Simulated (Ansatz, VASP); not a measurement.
**Two plane-wave programs on LaLu2N3**

```
CELL_PARAMETERS angstrom
3.40028 0.00000 0.00000
0.00000 3.40028 0.00000
0.00000 0.00000 9.48866
ATOMIC_POSITIONS crystal
La 0.00000 0.00000 0.00000
Lu 0.00000 0.50000 0.61983
Lu 0.50000 0.00000 0.38017
N 0.50000 0.50000 0.00000
N 0.00000 0.50000 0.38487
N 0.50000 0.00000 0.61513
```

Change from the starting cell: species swapped into the Zr2CuSb3 type (P-4m2, No. 115).

Alike in both runs: functional PBE; k mesh 6 × 6 × 2; occupations gaussian, width 0.1 eV; no spin polarisation.

Ansatz relaxed the structure, and its values are those at the end. VASP's run is a single point on that final structure, the one shown.

|  | VASP | Ansatz |
| --- | --- | --- |
| version | VASP 6.6.1 | Ansatz 0.2.0 |
| potentials or method | VASP PAW PBE potentials, release 64 (La, Lu, N_h), cutoff 1330 eV | scalar-relativistic, plane waves, PAW |
| valence electrons in the cell | 76 | 76 |

Ansatz gave:

- gap on the k mesh at the Fermi level (eV): none
- pressure (GPa): 0.0
- rms of the force components (eV/Å): 0.005

Question: What did VASP give for the same quantities?

Answer: gap on the k mesh at the Fermi level (eV): none; pressure (GPa): 0.3; rms of the force components (eV/Å): 0.025.

A gap of «none» marks a metal or a gap that the smearing closes.

Spin-orbit coupling is off throughout.
